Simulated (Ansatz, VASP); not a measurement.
V3Re in VASP and in Ansatz

```
CELL_PARAMETERS angstrom
0.00000 2.95057 2.95057
2.95057 0.00000 2.95057
2.95057 2.95057 0.00000
ATOMIC_POSITIONS crystal
V 0.75000 0.75000 0.75000
V 0.25000 0.25000 0.25000
V 0.00000 0.00000 0.00000
Re 0.50000 0.50000 0.50000
```

Alike in both runs: task single point; functional LDA; k mesh 7 × 7 × 7; occupations fermi-dirac, width 0.1 eV; collinear spin.

```csv
,VASP,Ansatz
version,VASP 6.6.1,Ansatz 0.2.0
potentials or method,"VASP PAW LDA potentials, release 64 (V_sv, Re), cutoff 520 eV","plane waves, PAW"
valence electrons in the cell,46,54
```

Ansatz gave:

- pressure (GPa): 0.3
- net moment per atom (μB): 0.00

**Question.** What did VASP give for the same quantities?

**Answer.** Pressure (GPa): 1.3; net moment per atom (μB): 0.00.

LDA's correlation is that of Perdew and Zunger in VASP and of Perdew and Wang (1992) in Ansatz. VASP's potentials hold 46 valence electrons a cell and Ansatz's 54, so a difference there can come from the potentials and not from the codes. Ansatz's warnings: seeded moment not kept.

Neither program's run includes spin-orbit coupling.
